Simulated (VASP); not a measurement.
Input of a VASP 6.6.1 run:

Contents of INCAR:

```
PREC = Accurate
ENCUT = 500
EDIFF = 1E-6
ISMEAR = -1
SIGMA = 0.05
LREAL = False
LASPH = True
NELM = 120
ALGO = Normal
ISIF = 2
LWAVE = False
LCHARG = False
GGA = PE
NBANDS = 12
GGA_COMPAT = False
```

KPOINTS

```
regular mesh
0
Gamma
  10 10 10
```

File POSCAR:

```
Ga
1.0
    2.6797663103      0.0000000000      0.0000000000
    0.0000000000      2.6797663103      0.0000000000
    0.0000000000      0.0000000000      2.6797663103
Ga
1
Direct
    0.0000000000      0.0000000000      0.0000000000
```

Potentials or basis: VASP PAW PBE potentials, release 64 (Ga_d).

Command:

```bash
$ cat potpaw_PBE.64/Ga_d/POTCAR > POTCAR
$ mpirun -np 1 vasp_std > vasp.out
```

(1) Predict the pressure.

Answers

(1) 2.0 GPa.
